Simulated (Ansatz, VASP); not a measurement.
One calculation of InP, two programs

```
In P
1.0
     0.00000    2.76883    2.76883
     2.76883    0.00000    2.76883
     2.76883    2.76883    0.00000
In P
1 1
Cartesian
  0.0000 0.0000 0.0000
  2.7688 2.7688 2.7688
```

Alike in both runs: task single point; functional PBE; k mesh 8 × 8 × 8; occupations gaussian, width 0.015 eV; no spin polarisation.

|  | VASP | Ansatz |
| --- | --- | --- |
| version | VASP 6.6.1 | Ansatz 0.2.0 |
| potentials or method | VASP PAW PBE potentials, release 64 (In_d, P) | Ansatz PAW |
| plane-wave cutoff (eV) | 500 | 420 |
| valence electrons in the cell | 18 | 18 |

```tsv
	VASP	Ansatz	Ansatz less VASP
gap on the k mesh at the Fermi level (eV)	none	none	-
pressure (GPa)	-0.1	-0.1	+0.04
```

A gap of «none» marks a metal or a gap that the smearing closes.
